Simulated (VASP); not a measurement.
# HgTe (Cmcm) in VASP: a series of runs, part 2 of 2

VASP 6.6.1. Earlier steps stand in the parts before.

### 3 Single point, r2SCAN+D4

This run uses another cell than the first one, of 31.29 Å³/atom, 1.020 times its volume.

Input file POSCAR:

```
HgTe
1.0
    3.0523683600     -3.5362675800      0.0000000000
    3.0523683600      3.5362675800      0.0000000000
    0.0000000000      0.0000000000      5.7981570000
Hg Te
2 2
Direct
    0.3430500000      0.6569500000      0.7500000000
    0.6569500000      0.3430500000      0.2500000000
    0.7848090000      0.2151910000      0.7500000000
    0.2151910000      0.7848090000      0.2500000000
```

Input file INCAR.step1:

```
SYSTEM = HgTe
ALGO = Normal ; EDIFF = 1E-4
ENCUT = 520 ; GGA = PE
ISMEAR = -1 ; LASPH = .True.
LCHARG = .False. ; LREAL = .False.
LWAVE = .True. ; NBANDS = 26
NELM = 80 ; PREC = Accurate
SIGMA = 0.02
```

Input file INCAR.step2:

```
SYSTEM = HgTe
ALGO = Normal ; EDIFF = 1E-6
ENCUT = 520 ; ISIF = 2
ISMEAR = -1 ; ISTART = 1
IVDW = 13 ; LASPH = .True.
LCHARG = .True. ; LELF = .True.
LMIXTAU = .True. ; LREAL = .False.
LVHAR = .True. ; LWAVE = .False.
METAGGA = R2SCAN ; NBANDS = 26
NELM = 80 ; PREC = Accurate
SIGMA = 0.02 ; VDW_A1 = 0.51559235
VDW_A2 = 5.77342911 ; VDW_S6 = 1.0
VDW_S8 = 0.6018749
```

Input file KPOINTS:

```
k-points
0
Gamma
  4 4 4
  0 0 0
```

Potentials or basis: VASP PAW PBE potentials, release 64 (Hg, Te).

Started as:

```
$ cat potpaw_PBE.64/Hg/POTCAR potpaw_PBE.64/Te/POTCAR > POTCAR
$ cp INCAR.step1 INCAR
$ mpirun -np 1 vasp_std > vasp.out
$ cp INCAR.step2 INCAR
$ mpirun -np 1 vasp_std > vasp.out
```

OUTCAR:

```text
SYSTEM = HgTe
   EDIFF = 1E-6
   ENCUT = 520
   ISIF = 2
   ISMEAR = -1
   ISTART = 1
   IVDW = 13
   LASPH = .True.
   LREAL = .False.
   METAGGA = R2SCAN
   NELM = 80
   PREC = Accurate

 ion  position               nearest neighbor table
   1  0.343  0.657  0.750-   4 3.04   4 3.04   3 3.08   3 3.08   3 3.12   2 3.65   2 3.65
   2  0.657  0.343  0.250-   3 3.04   3 3.04   4 3.08   4 3.08   4 3.12   1 3.65   1 3.65
   3  0.785  0.215  0.750-   2 3.04   2 3.04   1 3.08   1 3.08   1 3.12
   4  0.215  0.785  0.250-   1 3.04   1 3.04   2 3.08   2 3.08   2 3.12

  LATTYP: Found a base centered orthorhombic cell.
 ALAT       =     6.1047367200
 B/A-ratio  =     1.1585323798
 C/A-ratio  =     0.9497800259

  Lattice vectors:

 A1 = (   3.0523683600,  -3.5362675800,   0.0000000000)
 A2 = (   3.0523683600,   3.5362675800,   0.0000000000)
 A3 = (   0.0000000000,   0.0000000000,   5.7981570000)

Analysis of symmetry for initial positions (statically):
=====================================================================
 Subroutine PRICEL returns:
 Original cell was already a primitive cell.

 Routine SETGRP: Setting up the symmetry group for a
 base centered orthorhombic supercell.

 Subroutine GETGRP returns: Found  8 space group operations
 (whereof  4 operations were pure point group operations)
 out of a pool of  8 trial point group operations.

The static configuration has the point symmetry C_2h.
 The point group associated with its full space group is D_2h.

Analysis of symmetry for dynamics (positions and initial velocities):
=====================================================================
 Subroutine PRICEL returns:
 Original cell was already a primitive cell.

 Routine SETGRP: Setting up the symmetry group for a
 base centered orthorhombic supercell.

 Subroutine GETGRP returns: Found  8 space group operations
 (whereof  4 operations were pure point group operations)
 out of a pool of  8 trial point group operations.

The dynamic configuration has the point symmetry C_2h.
 The point group associated with its full space group is D_2h.

 Subroutine INISYM returns: Found  8 space group operations
 (whereof  4 operations are pure point group operations),
 and found     1 'primitive' translations

----------------------------------------------------------------------------------------

                                     Primitive cell

  volume of cell :     125.1705

  direct lattice vectors                    reciprocal lattice vectors
     3.052368360 -3.536267580  0.000000000     0.163807228 -0.141392015  0.000000000
     3.052368360  3.536267580  0.000000000     0.163807228  0.141392015  0.000000000
     0.000000000  0.000000000  5.798157000     0.000000000  0.000000000  0.172468596

  length of vectors
     4.671417451  4.671417451  5.798157000     0.216389718  0.216389718  0.172468596

  position of ions in fractional coordinates (direct lattice)
     0.343050000  0.656950000  0.750000000
     0.656950000  0.343050000  0.250000000
     0.784809000  0.215191000  0.750000000
     0.215191000  0.784809000  0.250000000

  ion indices of the primitive-cell ions
   primitive index   ion index
                 1           1
                 2           2
                 3           3
                 4           4

----------------------------------------------------------------------------------------

 KPOINTS: k-points

Automatic generation of k-mesh.
 Grid dimensions read from file:
 generate k-points for:    4    4    4

 Generating k-lattice:

  Cartesian coordinates                     Fractional coordinates (reciprocal lattice)
     0.040951807 -0.035348004  0.000000000     0.250000000  0.000000000  0.000000000
     0.040951807  0.035348004  0.000000000     0.000000000  0.250000000  0.000000000
     0.000000000  0.000000000  0.043117149     0.000000000  0.000000000  0.250000000

  Length of vectors
     0.054097429  0.054097429  0.043117149

  Shift w.r.t. Gamma in fractional coordinates (k-lattice)
     0.000000000  0.000000000  0.000000000

 Subroutine IBZKPT returns following result:
 ===========================================

 Found     21 irreducible k-points:

 Following reciprocal coordinates:
            Coordinates               Weight
  0.000000  0.000000  0.000000      1.000000
  0.250000  0.000000  0.000000      4.000000
  0.500000  0.000000  0.000000      2.000000
  0.250000  0.250000  0.000000      2.000000
  0.500000  0.250000  0.000000      4.000000
 -0.250000  0.250000  0.000000      2.000000
[... 13 lines left out ...]
 -0.250000  0.250000  0.500000      2.000000
  0.500000  0.500000  0.500000      1.000000
   k-points           NKPTS =     21   k-points in BZ     NKDIM =     21   number of bands    NBANDS=     26
   number of dos      NEDOS =    301   number of ions     NIONS =      4
   total plane-waves  NPLWV =  62208
   dimension x,y,z NGX =    36 NGY =   36 NGZ =   48
   dimension x,y,z NGXF=    72 NGYF=   72 NGZF=   96
   ions per type =               2   2
   NGX,Y,Z   is equivalent  to a cutoff of  12.81, 12.81, 13.76 a.u.
   NGXF,Y,Z  is equivalent  to a cutoff of  25.62, 25.62, 27.53 a.u.
 SYSTEM =  HgTe
   PREC   = accura    normal or accurate (medium, high low for compatibility)
   ISTART =      1    job   : 0-new  1-cont  2-samecut
   ICHARG =      0    charge: 1-file 2-atom 10-const
   ISPIN  =      1    spin polarized calculation?
   LNONCOLLINEAR =      F non collinear calculations
   LSORBIT =      F    spin-orbit coupling
   LASPH  =      T    aspherical Exc in radial PAW
   ENCUT  =  520.0 eV  38.22 Ry    6.18 a.u.   8.69  8.69 10.78*2*pi/ulx,y,z
   NELM   =     80;   NELMIN=  2; NELMDL=  0     # of ELM steps
   EDIFF  = 0.1E-05   stopping-criterion for ELM
   LREAL  =      F    real-space projection
[... 7 lines left out ...]
   TEBEG  =    0.0;   TEEND  =   0.0 temperature during run
   PSTRESS=    0.0 pullay stress
   NELECT =      36.0000    total number of electrons
   NUPDOWN=      -1.0000    fix difference up-down
   EMIN   =  10.00;   EMAX   =-10.00  energy-range for DOS
   EFERMI =   0.00;   METHOD = LEGACY
   ISMEAR =    -1;   SIGMA  =   0.02  broadening in eV -4-tet -1-fermi 0-gaus
   EFERMI_NEDOS =   21; number of points for ismear=-14 and -15
   IALGO  =     38    algorithm
   IMIX   =      4    mixing-type and parameters
     AMIX     =   0.40;   BMIX     =  1.00
     AMIX_MAG =   1.60;   BMIX_MAG =  1.00
  volume/ion in A,a.u.               =      31.29       211.17
  Fermi-wavevector in a.u.,A,eV,Ry     =   1.080625  2.042085 15.888207  1.167750
  Thomas-Fermi vector in A             =   2.216621
   LORBIT       =      0    0 simple, 1 ext, 2 COOP (PROOUT), +10 PAW based schemes
   METAGGA = R2SCAN    functional components
   LHFCALC =     F    Hartree Fock is set to
   AEXX    =    0.0000 exact exchange contribution
   IVDW    =    13    specifies the selected vdW correction
   LEPSILON=     F    determine dielectric tensor
   LRPA    =     F    only Hartree local field effects (RPA)
 non-spin polarized calculation
  energy-cutoff  :      520.00
  volume of cell :      125.17
 maximum number of plane-waves:      3398
 NGX is ok and might be reduce to    36
   NGX = 17   NGY = 17   NGZ = 21

 number of electron      36.0000003 magnetization

 Free energy of the ion-electron system (eV)
  ---------------------------------------------------
  ext. energy  EPLUGINS =         0.00000000
  ---------------------------------------------------
  free energy    TOTEN  =      -149.59324190 eV

  energy without entropy =     -149.59296145  energy(sigma->0) =     -149.59310167

 E-fermi :   3.2996     XC(G=0):  -9.8940

 val. band max:        3.1909606774   @ k =   0.2500   0.0000   0.2500
 cond. band min:       3.3943577742   @ k =   0.2500   0.0000   0.0000
 fundamental gap:      0.2033970969
 Fermi energy:         3.2995584814

 k-point     1 :       0.0000    0.0000    0.0000
  band No.  band energies     occupation
      1      -8.7021      2.00000
      2      -7.6372      2.00000
      3      -3.7141      2.00000
      4      -3.6620      2.00000
      5      -3.6099      2.00000
      6      -3.5329      2.00000
[... 18 lines left out ...]
     25      10.6992      0.00000
     26      11.0264      0.00000
[... 557 lines left out ...]
      4      -3.8580      2.00000
      5      -3.5185      2.00000
      6      -3.5185      2.00000
[... 18 lines left out ...]
     25      10.8853      0.00000
     26      10.8853      0.00000

------------------------ aborting loop because EDIFF is reached ----------------------------------------

  DFT-D4 for vdW energy calculation

  Edisp (eV):   -0.57494

  FORCE on cell =-STRESS in cart. coord.  units (eV):
  Direction    XX          YY          ZZ          XY          YZ          ZX
  --------------------------------------------------------------------------------------
  -------------------------------------------------------------------------------------
  Total      -2.94628    -1.97271    -2.69790     0.00000     0.00000     0.00000
  in kB     -37.71222   -25.25055   -34.53298     0.00000     0.00000     0.00000
  external pressure =      -32.50 kB  Pullay stress =        0.00 kB

 VOLUME and BASIS-vectors are now :
 -----------------------------------------------------------------------------
  energy-cutoff  :      520.00
  volume of cell :      125.17
      direct lattice vectors                 reciprocal lattice vectors
     3.052368360 -3.536267580  0.000000000     0.163807228 -0.141392015  0.000000000
     3.052368360  3.536267580  0.000000000     0.163807228  0.141392015  0.000000000
     0.000000000  0.000000000  5.798157000     0.000000000  0.000000000  0.172468596

 POSITION                                       TOTAL-FORCE (eV/Angst)
 -----------------------------------------------------------------------------------
      3.05237      1.11003      4.34862         0.000000     -0.008931      0.000000
      3.05237     -1.11003      1.44954         0.000000      0.008931      0.000000
      3.05237     -2.01432      4.34862         0.000000      0.157998     -0.000000
      3.05237      2.01432      1.44954         0.000000     -0.157998      0.000000
 -----------------------------------------------------------------------------------
    total drift:                               -0.000000      0.000000     -0.000000

  FREE ENERGIE OF THE ION-ELECTRON SYSTEM (eV)
  ---------------------------------------------------
  free  energy   TOTEN  =      -150.1681816205 eV

  energy  without entropy=     -150.1679011685  energy(sigma->0) =     -150.16804139
```

It took 84 s on 1 thread of Intel Xeon 6975P-C (Granite Rapids), shared host; peak memory 0.28 GiB.

What came out:

```
Free energy                : -150.1682 eV
Pressure                   : -3.2 GPa
Largest force              : 0.158 eV/Å
Band gap on the k mesh     : zero (band 18 reaches 3.60 eV, above the bottom of band 19 at 1.77 eV)
Dispersion energy per atom : -0.144 eV
```

Forces on the atoms (eV/Å):
```
Hg   0.000 -0.009  0.000
Hg   0.000  0.009  0.000
Te   0.000  0.158  0.000
Te   0.000 -0.158  0.000
```

Stress tensor (GPa, compression positive):
```
-3.77  0.00  0.00
 0.00 -2.53  0.00
 0.00  0.00 -3.45
```

Levels at points of the mesh, in eV from the Fermi level:
```csv
k point,band 14,band 15,band 16,band 17,band 18,band 19,band 20,band 21,band 22,band 23
"(0.00, 0.00, 0.00)",-2.61,-2.54,-2.50,-0.95,-0.47,-0.28,-0.14,4.40,5.37,6.55
"(0.50, 0.00, 0.00)",-3.67,-2.34,-1.91,-0.94,-0.56,1.42,2.45,3.24,4.86,5.36
"(0.50, 0.50, 0.00)",-3.89,-2.06,-1.76,-1.76,-1.58,-1.53,-1.26,3.72,5.75,7.10
"(0.00, 0.00, 0.50)",-3.65,-1.77,-1.77,-1.26,-1.26,1.64,1.64,5.21,5.21,5.42
"(0.50, 0.00, 0.50)",-5.38,-0.96,-0.96,0.21,0.21,2.07,2.07,4.12,4.12,4.96
"(0.50, 0.50, 0.50)",-4.40,-2.98,-2.98,-2.80,-2.80,2.26,2.26,6.09,6.09,7.19
```

Caveat: the PAW data sets were made with another functional, which shifts forces and pressure a little; spin-orbit coupling is left out, which moves the levels of the heavy elements; pairwise dispersion overbinds metals, which lowers pressure and volume.

### 4 Single point, r2SCAN+D4

This run uses another cell than the first one, of 31.91 Å³/atom, 1.040 times its volume.

POSCAR: that of step 3 with these lines changed.

```diff
@@ -2,4 +2,4 @@
 1.0
-    3.0523683600     -3.5362675800      0.0000000000
-    3.0523683600      3.5362675800      0.0000000000
+    3.0822935400     -3.5709368700      0.0000000000
+    3.0822935400      3.5709368700      0.0000000000
     0.0000000000      0.0000000000      5.7981570000
```

Input file INCAR.step1:

```
SYSTEM = HgTe
ALGO = Normal
EDIFF = 1E-4
ENCUT = 520
GGA = PE
ISMEAR = -1
LASPH = .True.
LCHARG = .False.
LREAL = .False.
LWAVE = .True.
NBANDS = 26
NELM = 80
PREC = Accurate
SIGMA = 0.02
```

Input file INCAR.step2:

```
SYSTEM = HgTe
ALGO = Normal
EDIFF = 1E-7
ENCUT = 520
ISIF = 2
ISMEAR = -1
ISTART = 1
IVDW = 13
LASPH = .True.
LCHARG = .False.
LMIXTAU = .True.
LREAL = .False.
LWAVE = .False.
METAGGA = R2SCAN
NBANDS = 26
NELM = 80
PREC = Accurate
SIGMA = 0.02
VDW_A1 = 0.51559235
VDW_A2 = 5.77342911
VDW_S6 = 1.0
VDW_S8 = 0.6018749
```

KPOINTS is that of step 3.

Started as:

```
$ cat potpaw_PBE.64/Hg/POTCAR potpaw_PBE.64/Te/POTCAR > POTCAR
$ cp INCAR.step1 INCAR
$ mpirun -np 1 vasp_std > vasp.out
$ cp INCAR.step2 INCAR
$ mpirun -np 1 vasp_std > vasp.out
```

It took 95 s on 1 thread of Intel Xeon 6975P-C (Granite Rapids), shared host; peak memory 0.28 GiB.

It converged, with:

| Item | Value |
| --- | --- |
| Free energy | -150.1157 eV |
| Pressure | -3.8 GPa |
| Largest force | 0.184 eV/Å |
| Band gap on the k mesh | zero (band 18 reaches 3.38 eV, above the bottom of band 19 at 1.65 eV) |
| Dispersion energy per atom | -0.141 eV |

Forces in eV/Å, atoms in the order of the input:
```
Hg   0.000 -0.007  0.000
Hg   0.000  0.007  0.000
Te   0.000  0.184  0.000
Te   0.000 -0.184  0.000
```

Stress tensor (GPa, compression positive):
```
-4.44  0.00  0.00
 0.00 -3.02  0.00
 0.00  0.00 -4.01
```

Levels at points of the mesh, in eV from the Fermi level:
```tsv
k point	band 14	band 15	band 16	band 17	band 18	band 19	band 20	band 21	band 22	band 23
(0.00, 0.00, 0.00)	-2.61	-2.51	-2.43	-0.88	-0.48	-0.28	-0.11	4.39	5.31	6.53
(0.50, 0.00, 0.00)	-3.56	-2.27	-1.86	-0.94	-0.55	1.35	2.35	3.25	4.81	5.36
(0.50, 0.50, 0.00)	-3.77	-2.00	-1.72	-1.70	-1.47	-1.44	-1.20	3.78	5.79	6.94
(0.00, 0.00, 0.50)	-3.66	-1.70	-1.70	-1.23	-1.23	1.68	1.68	5.21	5.21	5.43
(0.50, 0.00, 0.50)	-5.28	-0.95	-0.95	0.20	0.20	2.02	2.02	4.10	4.10	4.99
(0.50, 0.50, 0.50)	-4.34	-2.89	-2.89	-2.69	-2.69	2.28	2.28	6.13	6.13	7.12
```

Caveat: the PAW data sets were made with another functional, which shifts forces and pressure a little; spin-orbit coupling is left out, which moves the levels of the heavy elements; pairwise dispersion overbinds metals, which lowers pressure and volume.

### 5 The runs side by side

| cell | gap on the mesh (eV) | pressure (GPa) | largest force (eV/Å) |
| --- | --- | --- | --- |
| a = 4.626, b = 4.626, c = 5.798 Å, angles 90.0, 90.0, 98.4°, 4 atoms | none | -2.6 | 0.13 |
| a = 4.671, b = 4.671, c = 5.798 Å, angles 90.0, 90.0, 98.4°, 4 atoms | none | -3.2 | 0.16 |
| a = 4.717, b = 4.717, c = 5.798 Å, angles 90.0, 90.0, 98.4°, 4 atoms | none | -3.8 | 0.18 |

Alike in all rows: task single point; level r2SCAN+D4; potentials or basis VASP PAW PBE potentials, release 64 (Hg, Te); no spin polarisation; k mesh 4 × 4 × 4; cutoff (eV) 520; smearing fermi-dirac 0.02 eV.

Caveats: the PAW data sets were made with another functional, which shifts forces and pressure a little; spin-orbit coupling is left out, which moves the levels of the heavy elements; pairwise dispersion overbinds metals, which lowers pressure and volume.

Total energies depend on the potentials used, so only differences within one code and one set of settings carry meaning.
